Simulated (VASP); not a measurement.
Input of a VASP 6.6.1 run:

Contents of INCAR:

```
ALGO     = Normal         # electronic algorithm
EDIFF    = 1E-7           # SCF threshold, eV
ENCUT    = 520            # plane-wave cutoff, eV
GGA      = PE             # functional
ISIF     = 2              # what is computed and relaxed
ISMEAR   = 0              # smearing method
LASPH    = T              # aspherical terms in the spheres
LCHARG   = F              # write CHGCAR
LREAL    = F              # projectors in reciprocal space
LWAVE    = F              # write WAVECAR
NBANDS   = 40             # bands
NELM     = 100            # most SCF steps
PREC     = Accurate       # precision mode
SIGMA    = 0.1            # smearing width, eV
```

File KPOINTS:

```
k-points
0
Gamma
  4 4 4
```

POSCAR

```
W3N4
1.0
    4.5455493660      0.0000000000      0.0000000000
    0.0000000000      4.5455493660      0.0000000000
    0.0000000000      0.0000000000      4.5455493660
W N
3 4
Direct
    0.0000000000      0.0000000000      0.5000000000
    0.5000000000      0.0000000000      0.0000000000
    0.0000000000      0.5000000000      0.0000000000
    0.2500203430      0.7499796570      0.2500203430
    0.7499796570      0.2500203430      0.2500203430
    0.2500203430      0.2500203430      0.7499796570
    0.7499796570      0.7499796570      0.7499796570
```

Potentials or basis: VASP PAW PBE potentials, release 64 (W_sv, N).

Command:

```sh
$ cat potpaw_PBE.64/W_sv/POTCAR potpaw_PBE.64/N/POTCAR > POTCAR
$ mpirun -np 1 vasp_std > vasp.out
```

**Question.** Estimate the pressure.

**Answer.** 1.3 GPa.

**Question.** What does it give for the band gap on the k mesh?

**Answer.** Zero (bands 31 and 32 overlap by 1.18 eV).

Caveat: spin-orbit coupling is left out, which moves the levels of the heavy elements.
